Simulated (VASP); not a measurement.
# La (P4/mmm) in VASP: notebook

Runs on La. Level: PBE. Tasks: single point, relaxation of cell and atoms.

Everything below comes from runs of VASP 6.6.1. Logs are shortened: lines on timing, memory, paths and dates and some standing lists are left out, and cuts for length are marked.

### 1 The cell of the first run

The structure is tetragonal, space group P4/mmm (No. 123). The conventional cell has a = 3.158 Å, b = 3.158 Å, c = 3.556 Å, α = 90.00°, β = 90.00°, γ = 90.00°. La (site symmetry 4/mmm) has 6 La at 3.16 to 3.56 Å within 4.2 Å.

The cell was built from a structure type or drawn by symmetry, and may not be a known phase.

### 2 Single point, PBE

File INCAR:

```
PREC = Accurate
ENCUT = 520
EDIFF = 1E-6
ISMEAR = 0
SIGMA = 0.1
LREAL = F
LASPH = T
NELM = 60
ALGO = Normal
ISIF = 2
LWAVE = F
LCHARG = F
GGA = PE
NBANDS = 12
```

File KPOINTS:

```
Automatic mesh
0
Gamma
  4 4 8
```

File POSCAR:

```
La
1.0
    3.1580446362      0.0000000000      0.0000000000
    0.0000000000      3.1580446362      0.0000000000
    0.0000000000      0.0000000000      3.5555205505
La
1
Direct
    0.5000000000      0.5000000000      0.0000000000
```

Potentials or basis: VASP PAW PBE potentials, release 64 (La).

Started as:

```sh
cat potpaw_PBE.64/La/POTCAR > POTCAR
mpirun -np 1 vasp_std > vasp.out
```

OUTCAR:

```text
PREC = Accurate
   ENCUT = 520
   EDIFF = 1E-6
   ISMEAR = 0
   LREAL = F
   LASPH = T
   NELM = 60
   ISIF = 2
   GGA = PE

 ion  position               nearest neighbor table
   1  0.500  0.500  0.000-

  LATTYP: Found a simple tetragonal cell.
 ALAT       =     3.1580446362
 C/A-ratio  =     1.1258613985

  Lattice vectors:

 A1 = (   3.1580446362,   0.0000000000,   0.0000000000)
 A2 = (   0.0000000000,   3.1580446362,   0.0000000000)
 A3 = (   0.0000000000,   0.0000000000,   3.5555205505)

Analysis of symmetry for initial positions (statically):
=====================================================================
 Subroutine PRICEL returns:
 Original cell was already a primitive cell.

 Routine SETGRP: Setting up the symmetry group for a
 simple tetragonal supercell.

 Subroutine GETGRP returns: Found 16 space group operations
 (whereof 16 operations were pure point group operations)
 out of a pool of 16 trial point group operations.

The static configuration has the point symmetry D_4h.

Analysis of symmetry for dynamics (positions and initial velocities):
=====================================================================
 Subroutine PRICEL returns:
 Original cell was already a primitive cell.

 Routine SETGRP: Setting up the symmetry group for a
 simple tetragonal supercell.

 Subroutine GETGRP returns: Found 16 space group operations
 (whereof 16 operations were pure point group operations)
 out of a pool of 16 trial point group operations.

The dynamic configuration has the point symmetry D_4h.

 Subroutine INISYM returns: Found 16 space group operations
 (whereof 16 operations are pure point group operations),
 and found     1 'primitive' translations

----------------------------------------------------------------------------------------

                                     Primitive cell

  volume of cell :      35.4601

  direct lattice vectors                    reciprocal lattice vectors
     3.158044636  0.000000000  0.000000000     0.316651636  0.000000000  0.000000000
     0.000000000  3.158044636  0.000000000     0.000000000  0.316651636  0.000000000
     0.000000000  0.000000000  3.555520550     0.000000000  0.000000000  0.281252769

  length of vectors
     3.158044636  3.158044636  3.555520550     0.316651636  0.316651636  0.281252769

  position of ions in fractional coordinates (direct lattice)
     0.500000000  0.500000000  0.000000000

  ion indices of the primitive-cell ions
   primitive index   ion index
                 1           1

----------------------------------------------------------------------------------------

 KPOINTS: Automatic mesh

Automatic generation of k-mesh.
 Grid dimensions read from file:
 generate k-points for:    4    4    8

 Generating k-lattice:

  Cartesian coordinates                     Fractional coordinates (reciprocal lattice)
     0.079162909  0.000000000  0.000000000     0.250000000  0.000000000  0.000000000
     0.000000000  0.079162909  0.000000000     0.000000000  0.250000000  0.000000000
     0.000000000  0.000000000  0.035156596     0.000000000  0.000000000  0.125000000

  Length of vectors
     0.079162909  0.079162909  0.035156596

  Shift w.r.t. Gamma in fractional coordinates (k-lattice)
     0.000000000  0.000000000  0.000000000

 Subroutine IBZKPT returns following result:
 ===========================================

 Found     30 irreducible k-points:

 Following reciprocal coordinates:
            Coordinates               Weight
  0.000000  0.000000  0.000000      1.000000
  0.250000  0.000000  0.000000      4.000000
  0.500000  0.000000  0.000000      2.000000
  0.250000  0.250000  0.000000      4.000000
  0.500000  0.250000  0.000000      4.000000
  0.500000  0.500000  0.000000      1.000000
[... 16 lines left out ...]
  0.500000  0.250000  0.375000      8.000000
  0.500000  0.500000  0.375000      2.000000
 [... further k-points ...]
   k-points           NKPTS =     30   k-points in BZ     NKDIM =     30   number of bands    NBANDS=     12
   number of dos      NEDOS =    301   number of ions     NIONS =      1
   total plane-waves  NPLWV =  16128
   dimension x,y,z NGX =    24 NGY =   24 NGZ =   28
   dimension x,y,z NGXF=    48 NGYF=   48 NGZF=   56
   ions per type =               1
   NGX,Y,Z   is equivalent  to a cutoff of  12.63, 12.63, 13.09 a.u.
   NGXF,Y,Z  is equivalent  to a cutoff of  25.27, 25.27, 26.18 a.u.
 SYSTEM =  unknown system
   PREC   = accura    normal or accurate (medium, high low for compatibility)
   ISTART =      0    job   : 0-new  1-cont  2-samecut
   ICHARG =      2    charge: 1-file 2-atom 10-const
   ISPIN  =      1    spin polarized calculation?
   LNONCOLLINEAR =      F non collinear calculations
   LSORBIT =      F    spin-orbit coupling
   LASPH  =      T    aspherical Exc in radial PAW
   ENCUT  =  520.0 eV  38.22 Ry    6.18 a.u.   5.87  5.87  6.61*2*pi/ulx,y,z
   NELM   =     60;   NELMIN=  2; NELMDL= -5     # of ELM steps
[... 18 lines left out ...]
   IMIX   =      4    mixing-type and parameters
     AMIX     =   0.40;   BMIX     =  1.00
     AMIX_MAG =   1.60;   BMIX_MAG =  1.00
  volume/ion in A,a.u.               =      35.46       239.30
  Fermi-wavevector in a.u.,A,eV,Ry     =   1.108220  2.094231 16.710004  1.228151
  Thomas-Fermi vector in A             =   2.244744
   LORBIT       =      0    0 simple, 1 ext, 2 COOP (PROOUT), +10 PAW based schemes
   GGA     = PE    functional components
   LHFCALC =     F    Hartree Fock is set to
   AEXX    =    0.0000 exact exchange contribution
   IVDW    =     0    specifies the selected vdW correction
   LEPSILON=     F    determine dielectric tensor
   LRPA    =     F    only Hartree local field effects (RPA)
 non-spin polarized calculation
 Gauss-broadening in eV      SIGMA  =   0.10
  energy-cutoff  :      520.00
  volume of cell :       35.46
 maximum number of plane-waves:       984
 NGX is ok and might be reduce to    24
   NGX = 11   NGY = 11   NGZ = 13

 number of electron      10.9999999 magnetization

 Free energy of the ion-electron system (eV)
  ---------------------------------------------------
  ext. energy  EPLUGINS =         0.00000000
  ---------------------------------------------------
  free energy    TOTEN  =        -4.48115696 eV

  energy without entropy =       -4.47540287  energy(sigma->0) =       -4.47827992

 E-fermi :   7.9954     XC(G=0):  -9.6677

 val. band max:        7.9144032998   @ k =   0.2500   0.0000   0.2500
 cond. band min:       8.0812167083   @ k =   0.5000   0.0000   0.1250
 fundamental gap:      0.1668134085
 Fermi energy:         7.9953716909

 k-point     1 :       0.0000    0.0000    0.0000
  band No.  band energies     occupation
      1     -24.9600      2.00000
      2      -8.0874      2.00000
      3      -7.1990      2.00000
      4      -7.1990      2.00000
      5       5.3455      2.00000
      6       6.9585      2.00000
      7       7.0335      2.00000
      8       9.9569      0.00000
      9      10.1067      0.00000
     10      10.1993      0.00000
     11      10.1993      0.00000
     12      10.5133      0.00000

 k-point     2 :       0.2500    0.0000    0.0000
  band No.  band energies     occupation
      1     -24.7716      2.00000
      2      -8.6859      2.00000
      3      -7.9272      2.00000
      4      -7.0542      2.00000
      5       6.3440      2.00000
      6       7.4483      2.00000
      7       9.4682      0.00000
      8       9.9676      0.00000
      9       9.9773      0.00000
     10      10.0934      0.00000
     11      10.2252      0.00000
     12      10.3127      0.00000

 k-point     3 :       0.5000    0.0000    0.0000
  band No.  band energies     occupation
      1     -24.5702      2.00000
      2      -9.8986      2.00000
      3      -7.7592      2.00000
      4      -6.9035      2.00000
      5       7.8238      1.98474
      6       8.0989      0.14322
      7       9.0287      0.00000
      8       9.5576      0.00000
      9       9.7962      0.00000
     10      10.1024      0.00000
     11      10.4379      0.00000
     12      10.4609      0.00000
[... 286 lines left out ...]
 k-point    23 :       0.5000    0.2500    0.3750
  band No.  band energies     occupation
      1     -24.2920      2.00000
      2      -9.5431      2.00000
      3      -8.5125      2.00000
      4      -8.1861      2.00000
      5       6.5632      2.00000
      6       7.7560      1.99929
      7       8.8975      0.00000
      8      10.0083      0.00000
      9      10.0629      0.00000
     10      10.1893      0.00000
     11      10.2737      0.00000
     12      10.6610      0.00000

 k-point    24 :       0.5000    0.5000    0.3750
  band No.  band energies     occupation
      1     -24.0991      2.00000
      2      -9.3256      2.00000
      3      -9.3256      2.00000
      4      -8.3141      2.00000
      5       6.1165      2.00000
      6       7.6412      2.00000
      7       7.6412      2.00000
      8       9.5153      0.00000
      9      10.1727      0.00000
     10      10.1727      0.00000
     11      10.3067      0.00000
     12      10.6301      0.00000

 [... further k-points ...]

------------------------ aborting loop because EDIFF is reached ----------------------------------------

  FORCE on cell =-STRESS in cart. coord.  units (eV):
  Direction    XX          YY          ZZ          XY          YZ          ZX
  --------------------------------------------------------------------------------------
  -------------------------------------------------------------------------------------
  Total       -0.0208703     -0.0208703      0.0668498      0.0000000     -0.0000000      0.0000000
  in kB       -0.9429725     -0.9429725      3.0204465      0.0000000     -0.0000000      0.0000000
  external PRESSURE =       0.3781672 kB  Pullay stress =       0.0000000 kB

 VOLUME and BASIS-vectors are now :
 -----------------------------------------------------------------------------
  energy-cutoff  :      520.00
  volume of cell :       35.46
      direct lattice vectors                 reciprocal lattice vectors
     3.158044636  0.000000000  0.000000000     0.316651636  0.000000000  0.000000000
     0.000000000  3.158044636  0.000000000     0.000000000  0.316651636  0.000000000
     0.000000000  0.000000000  3.555520550     0.000000000  0.000000000  0.281252769

 POSITION                                       TOTAL-FORCE (eV/Angst)
 -----------------------------------------------------------------------------------
      1.57902      1.57902      0.00000         0.000000      0.000000      0.000000
 -----------------------------------------------------------------------------------
    total drift:                               -0.000000     -0.000000     -0.000000

  FREE ENERGIE OF THE ION-ELECTRON SYSTEM (eV)
  ---------------------------------------------------
  free  energy   TOTEN  =        -4.4811569594 eV

  energy  without entropy=       -4.4754028744  energy(sigma->0) =       -4.47827992
```

Wall time 6.8 s (1 thread of Intel Xeon 6975P-C (Granite Rapids), shared host); peak memory 0.15 GiB.

What came out:

| Property | Result |
| --- | --- |
| Free energy | -4.4812 eV |
| Pressure | 0.0 GPa |
| Band gap on the k mesh | zero (an odd number of electrons rules out a gap without spin polarisation) |

Stress tensor (GPa, compression positive):
```
-0.09  0.00  0.00
 0.00 -0.09  0.00
 0.00  0.00  0.30
```

Levels at points of the mesh, in eV from the Fermi level:
```csv
k point,band 3,band 4,band 5,band 6,band 7,band 8
"(0.00, 0.00, 0.00)",-15.19,-15.19,-2.65,-1.04,-0.96,1.96
"(0.50, 0.00, 0.00)",-15.75,-14.90,-0.17,0.10,1.03,1.56
"(0.50, 0.50, 0.00)",-17.45,-15.45,-2.59,1.43,1.69,1.69
"(0.00, 0.00, 0.50)",-15.09,-15.09,-0.67,-0.57,1.19,1.63
"(0.50, 0.00, 0.50)",-16.84,-14.81,-2.31,0.62,1.51,1.76
"(0.50, 0.50, 0.50)",-17.30,-16.44,-1.71,-0.63,-0.63,1.37
```

Caveat: the k points lie up to 0.50 Å⁻¹ apart, too coarse for converged energies and pressures of a metal; spin-orbit coupling is left out, which moves the levels of the heavy elements.

### 3 Single point, PBE

This run uses another cell than the first one, of 71.66 Å³/atom.

File INCAR:

```
SYSTEM = La
  PREC = Accurate
  ENCUT = 520
  EDIFF = 1E-6
  ISMEAR = 0
  SIGMA = 0.1
  LREAL = .False.
  LASPH = .True.
  NELM = 60
  ALGO = Normal
  ISIF = 2
  LWAVE = .False.
  LCHARG = .False.
  GGA = PE
  NBANDS = 12
```

File KPOINTS:

```
regular mesh
0
Gamma
  4 4 8
  0 0 0
```

File POSCAR:

```
La
1.0
    5.3816527400      0.0000000000      0.0000000000
    0.0000000000      5.3816527400      0.0000000000
    0.0000000000      0.0000000000      2.4741718900
La
1
Direct
    0.5000000000      0.5000000000      0.0000000000
```

Potentials or basis: VASP PAW PBE potentials, release 64 (La).

Started as:

```sh
cat potpaw_PBE.64/La/POTCAR > POTCAR
mpirun -np 1 vasp_std > vasp.out
```

Run time: 12 s. Hardware: 1 thread of Intel Xeon 6975P-C (Granite Rapids), shared host; peak memory 0.19 GiB.

It converged, with:

* Free energy: -2.1762 eV
* Pressure: 7.7 GPa
* Band gap on the k mesh: zero (an odd number of electrons rules out a gap without spin polarisation)

Stress tensor (GPa, compression positive):
```
-2.65  0.00  0.00
 0.00 -2.65  0.00
 0.00  0.00 28.35
```

Levels at points of the mesh, in eV from the Fermi level:
| k point | band 3 | band 4 | band 5 | band 6 | band 7 | band 8 | band 9 | band 10 |
| --- | --- | --- | --- | --- | --- | --- | --- | --- |
| (0.00, 0.00, 0.00) | -17.62 | -11.11 | -2.17 | -0.55 | 0.61 | 0.80 | 1.12 | 1.12 |
| (0.50, 0.00, 0.00) | -17.62 | -11.11 | -1.45 | 0.26 | 0.34 | 0.36 | 1.13 | 1.24 |
| (0.50, 0.50, 0.00) | -17.64 | -11.11 | -0.51 | -0.49 | 0.95 | 0.95 | 1.14 | 1.56 |
| (0.00, 0.00, 0.50) | -15.57 | -15.57 | -1.91 | -1.91 | 0.70 | 1.42 | 1.50 | 2.32 |
| (0.50, 0.00, 0.50) | -15.59 | -15.57 | -2.10 | -1.90 | 0.80 | 1.48 | 1.48 | 2.30 |
| (0.50, 0.50, 0.50) | -15.59 | -15.59 | -2.08 | -2.08 | 0.89 | 1.45 | 1.53 | 2.32 |

Caveat: the cell stands under pressure; spin-orbit coupling is left out, which moves the levels of the heavy elements.

### 4 Relaxation of cell and atoms, PBE

File INCAR:

```
  PREC = Accurate
  ENCUT = 600
  EDIFF = 1E-7
  ISMEAR = 0
  SIGMA = 0.1
  LREAL = False
  LASPH = True
  NELM = 60
  ALGO = Normal
  ISIF = 3
  LWAVE = False
  LCHARG = False
  GGA = PE
  IBRION = 2
  NSW = 90
  EDIFFG = -0.04
```

File KPOINTS:

```
Automatic mesh
0
Gamma
  6 6 6
```

File POSCAR:

```
La
1.0
    3.1580446362      0.0000000000      0.0000000000
    0.0000000000      3.1580446362      0.0000000000
    0.0000000000      0.0000000000      3.5555205505
La
1
Direct
    0.5000000000      0.5000000000      0.0000000000
```

Started as:

```sh
cat potpaw_PBE.64/La/POTCAR > POTCAR
mpirun -np 1 vasp_std > vasp.out
```

It took 38 s on 1 thread of Intel Xeon 6975P-C (Granite Rapids), shared host; peak memory 0.18 GiB.

The run converged. Its results:

```yaml
Free_energy: -4.3742 eV
Relaxed_volume: 36.77 Å³/atom
Relaxed_cell: a = 3.290 Å, b = 3.290 Å, c = 3.397 Å, α = 90.00°, β = 90.00°, γ = 90.00°
Space_group_after_relaxing_to_0.1_Å: P4/mmm (No. 123)
Energy_gained_by_relaxing: 42.0 meV/atom
Ionic_steps: 5
Pressure_after_relaxing: 0.0 GPa
Band_gap_on_the_k_mesh: zero (an odd number of electrons rules out a gap without spin polarisation)
```

Stress tensor (GPa, compression positive):
```
 0.06  0.00  0.00
 0.00  0.06  0.00
 0.00  0.00 -0.02
```

The path:
```tsv
step	energy change (eV)	largest force (eV/Å)	pressure (GPa)	volume (Å³)
1	0.0000	0.0000	1.50	35.46
2	-0.0399	0.0000	-0.21	37.14
3	-0.0408	0.0000	-0.42	37.44
4	-0.0419	0.0000	-0.08	36.93
5	-0.0420	0.0000	0.03	36.77
```

Final structure:
```
CELL_PARAMETERS angstrom
3.28978 0.00000 0.00000
0.00000 3.28978 0.00000
0.00000 0.00000 3.39745
ATOMIC_POSITIONS crystal
La 0.50000 0.50000 0.00000
```

Levels at points of the mesh, in eV from the Fermi level:
```tsv
k point	band 3	band 4	band 5	band 6	band 7	band 8	band 9
(0.00, 0.00, 0.00)	-15.74	-15.74	-2.80	-1.10	-1.08	1.85	1.92
(0.50, 0.00, 0.00)	-15.75	-15.53	-0.56	-0.20	0.92	1.41	1.98
(0.50, 0.50, 0.00)	-17.46	-15.54	-2.45	0.75	1.47	1.47	1.97
(0.00, 0.00, 0.50)	-15.58	-15.58	-0.72	-0.40	0.97	1.42	2.02
(0.50, 0.00, 0.50)	-17.28	-15.38	-2.36	0.51	1.42	1.49	2.05
(0.50, 0.50, 0.50)	-17.23	-16.98	-1.26	-0.95	-0.95	1.22	1.96
```

Caveat: spin-orbit coupling is left out, which moves the levels of the heavy elements.

### 5 Relaxation of cell and atoms, PBE

This run uses another cell than the first one, of 71.66 Å³/atom.

File INCAR:

```
SYSTEM = La
PREC = Accurate
ENCUT = 600
EDIFF = 1E-7
ISMEAR = 0
SIGMA = 0.1
LREAL = .FALSE.
LASPH = .TRUE.
NELM = 80
ALGO = Normal
ISIF = 3
LWAVE = .FALSE.
LCHARG = .FALSE.
GGA = PE
IBRION = 2
NSW = 90
EDIFFG = -0.04
```

File KPOINTS:

```
regular mesh
0
G
  4 4 8
  0 0 0
```

File POSCAR:

```
La
1.0
    5.3816527400      0.0000000000      0.0000000000
    0.0000000000      5.3816527400      0.0000000000
    0.0000000000      0.0000000000      2.4741718900
La
1
Direct
    0.5000000000      0.5000000000      0.0000000000
```

Started as:

```sh
cat potpaw_PBE.64/La/POTCAR > POTCAR
mpirun -np 1 vasp_std > vasp.out
```

Wall time 5.4 min (1 thread of Intel Xeon 6975P-C (Granite Rapids), shared host); peak memory 0.26 GiB.

Results (log left out):

* Free energy: -4.4812 eV
* Relaxed volume: 35.54 Å³/atom
* Relaxed cell: a = 3.157 Å, b = 3.157 Å, c = 3.567 Å, α = 90.00°, β = 90.00°, γ = 90.00°
* Space group after relaxing (to 0.1 Å): P4/mmm (No. 123)
* Pressure after relaxing: 0.0 GPa
* Band gap on the k mesh: zero (an odd number of electrons rules out a gap without spin polarisation)

Final structure:
```cif
data_structure
_symmetry_space_group_name_H-M 'P 1'
_symmetry_Int_Tables_number 1
_cell_length_a 3.1566
_cell_length_b 3.1566
_cell_length_c 3.5666
_cell_angle_alpha 90.000
_cell_angle_beta 90.000
_cell_angle_gamma 90.000
_cell_volume 35.54
loop_
_atom_site_label
_atom_site_type_symbol
_atom_site_fract_x
_atom_site_fract_y
_atom_site_fract_z
_atom_site_occupancy
La1 La 0.50000 0.50000 0.00000 1
```

Levels at points of the mesh, in eV from the Fermi level:
```csv
k point,band 1,band 2,band 3,band 4,band 5,band 6,band 7,band 8,band 9
"(0.00, 0.00, 0.00)",-32.95,-16.09,-15.19,-15.19,-2.65,-1.03,-0.95,1.96,2.11
"(0.50, 0.00, 0.00)",-32.56,-17.89,-15.76,-14.89,-0.16,0.11,1.03,1.56,1.77
"(0.50, 0.50, 0.00)",-32.18,-17.45,-17.45,-15.46,-2.59,1.45,1.70,1.70,2.08
"(0.00, 0.00, 0.50)",-32.84,-17.27,-15.09,-15.09,-0.68,-0.57,1.20,1.64,2.28
"(0.50, 0.00, 0.50)",-32.45,-17.72,-16.82,-14.80,-2.30,0.61,1.50,1.77,2.22
"(0.50, 0.50, 0.50)",-32.08,-17.30,-17.30,-16.42,-1.73,-0.61,-0.61,1.37,2.33
```

Caveat: the volume moved by over 15 % at a fixed basis, so the end points are rough; spin-orbit coupling is left out, which moves the levels of the heavy elements.

### 6 Summary

| task | cell | k mesh | cutoff (eV) | gap on the mesh (eV) | pressure (GPa) | relaxed volume (Å³/atom) |
| --- | --- | --- | --- | --- | --- | --- |
| single point | a = 3.158, b = 3.158, c = 3.556 Å, 1 atom | 4 × 4 × 8 | 520 | none | 0.0 | - |
| single point | a = 5.382, b = 5.382, c = 2.474 Å, 1 atom | 4 × 4 × 8 | 520 | none | 7.7 | - |
| relaxation of cell and atoms | relaxed from a = 3.158, b = 3.158, c = 3.556 Å, 1 atom | 6 × 6 × 6 | 600 | none | 0.0 | 36.77 |
| relaxation of cell and atoms | relaxed from a = 5.382, b = 5.382, c = 2.474 Å, 1 atom | 4 × 4 × 8 | 600 | none | 0.0 | 35.54 |

Alike in all rows: level PBE; potentials or basis VASP PAW PBE potentials, release 64 (La); no spin polarisation; smearing gaussian 0.1 eV.

Caveats: some runs use coarse meshes; spin-orbit coupling is left out, which moves the levels of the heavy elements; the cell stands under pressure (at least some runs); the volume moved by over 15 % at a fixed basis, so the end points are rough (at least some runs).

Total energies depend on the potentials used, so only differences within one code and one set of settings carry meaning.
